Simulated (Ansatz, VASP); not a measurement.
SrTiO3: VASP beside Ansatz

The input INCAR:

```
SYSTEM = SrTiO3
  PREC = Accurate
  ENCUT = 520
  EDIFF = 1E-6
  ISMEAR = 0
  SIGMA = 0.05
  LREAL = .FALSE.
  LASPH = .TRUE.
  NELM = 60
  ALGO = Normal
  ISIF = 2
  LWAVE = .FALSE.
  LCHARG = .FALSE.
  GGA = PE
  NBANDS = 28
```

Contents of KPOINTS:

```
regular mesh
0
G
  8 8 8
  0 0 0
```

The input POSCAR:

```
SrTiO3
1.0
    3.9364094381      0.0000000000      0.0000000000
    0.0000000000      3.9364094381      0.0000000000
    0.0000000000      0.0000000000      3.9364094381
Sr Ti O
1 1 3
Direct
   -0.0339210525      0.0000000000      0.0000000000
    0.5535786412      0.5000000000      0.5000000000
    0.0006137998      0.5000000000      0.5000000000
    0.5124287023      0.0000000000      0.5000000000
    0.5124287023      0.5000000000      0.0000000000
```

Input for Ansatz:

```yaml
crystal:
  lattice:
    - [3.9364094381, 0.0, 0.0]
    - [0.0, 3.9364094381, 0.0]
    - [0.0, 0.0, 3.9364094381]
  atoms:
    - { symbol: Sr, position: [-0.0339210525, 0.0, 0.0] }
    - { symbol: Ti, position: [0.5535786412, 0.5, 0.5] }
    - { symbol: O, position: [0.0006137998, 0.5, 0.5] }
    - { symbol: O, position: [0.5124287023, 0.0, 0.5] }
    - { symbol: O, position: [0.5124287023, 0.5, 0.0] }
basis:
  ecutwfc: 520.0
kpoints:
  mp_grid: { grid: [8, 8, 8] }
hamiltonian:
  xc: pbe
  pseudopotentials: { kind: paw, azcp: { folder: soft_1 } }
scf:
  occupations: { method: gaussian, width: 0.05 }
output:
  forces: true
  stress: true
  eigenvalues: true
  write_density: true
  write_potential: true
  elf: true
  volumetric_format: npy
```

Change from the starting cell: mode 1 frozen in at -0.058 Å and mode 7 at -0.173 Å (largest displacements).

Alike in both runs: task single point; functional PBE; k mesh 8 × 8 × 8; occupations gaussian, width 0.05 eV; no spin polarisation.

|  | VASP | Ansatz |
| --- | --- | --- |
| version | VASP 6.6.1 | Ansatz 0.2.0 |
| potentials or method | VASP PAW PBE potentials, release 64 (Sr_sv, Ti_sv, O), cutoff 520 eV | scalar-relativistic, plane waves, PAW |
| valence electrons in the cell | 40 | 40 |

|  | VASP | Ansatz | Ansatz less VASP |
| --- | --- | --- | --- |
| gap on the k mesh at the Fermi level (eV) | 1.88 | 1.91 | +0.037 |
| least direct gap on the mesh (eV) | 2.46 | 2.48 | +0.022 |
| pressure (GPa) | 5.0 | 4.3 | -0.67 |
| traceless stress, the component that is largest in VASP (GPa) | 4.13 | 4.00 | -0.134 |
| rms of the force components (eV/Å) | 0.674 | 0.634 | -0.0396 |

Atom by atom the forces differ by 0.042 eV/Å (rms over components). The functional is the same, so the differences come from potentials, cutoffs and numerics.
